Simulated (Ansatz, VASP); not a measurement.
## Two plane-wave programs on H8C5S3O3

```
C H O S
1.0
     9.08560    0.00000    0.00000
     0.00000    9.08560    0.00000
     0.00000    0.00000    9.08560
C H O S
10 16 6 6
Direct
  0.62651 0.79071 0.97580
  0.27395 0.32395 0.69994
  0.15609 0.81966 0.28350
  0.91858 0.14517 0.36884
  0.88228 0.47199 0.95531
  0.03055 0.03548 0.80580
  0.29468 0.71380 0.74210
  0.88051 0.64288 0.52318
  0.61170 0.17534 0.85194
  0.50734 0.49083 0.33950
  0.72827 0.85098 0.99882
  0.58449 0.74104 0.07711
  0.64835 0.70483 0.89419
  0.54401 0.86693 0.93217
  0.37319 0.39209 0.70504
  0.22967 0.30975 0.81116
  0.30170 0.21653 0.65295
  0.19162 0.37776 0.63033
  0.15201 0.87152 0.39220
  0.04594 0.82086 0.23435
  0.19503 0.70614 0.29461
  0.23219 0.88064 0.21241
  0.84683 0.18350 0.27987
  0.03239 0.13942 0.32977
  0.88349 0.03593 0.40548
  0.91217 0.22265 0.46082
  0.85224 0.45623 0.83126
  0.06178 0.00243 0.68561
  0.36002 0.72786 0.63223
  0.96633 0.55186 0.49257
  0.64569 0.13186 0.73577
  0.45017 0.58899 0.27903
  0.92284 0.49274 0.12152
  0.99025 0.07967 0.96754
  0.20871 0.69474 0.89037
  0.76523 0.76471 0.56313
  0.56672 0.23225 0.00820
  0.58450 0.35836 0.41851
```

Alike in both runs: functional PBE; dispersion D3(BJ); k mesh 1 × 1 × 1; occupations fermi-dirac, width 0.05 eV; no spin polarisation.

Ansatz relaxed the structure, and its values are those at the end. VASP's run is a single point on that final structure, the one shown.

|  | VASP | Ansatz |
| --- | --- | --- |
| version | VASP 6.6.1 | Ansatz 0.2.0 |
| potentials or method | VASP PAW PBE potentials, release 64 (C, H, O, S), cutoff 520 eV | scalar-relativistic, plane waves, PAW |
| valence electrons in the cell | 128 | 128 |

VASP gave:

```
rms of the force components (eV/Å) : 0.271
```

What did Ansatz give for the same quantities?

rms of the force components (eV/Å): 0.021.

One of these differences is far larger than is usual between the two programs; its cause wasn't traced.

Noted on VASP's run: the standard files for N, O and F lose accuracy on very short bonds.
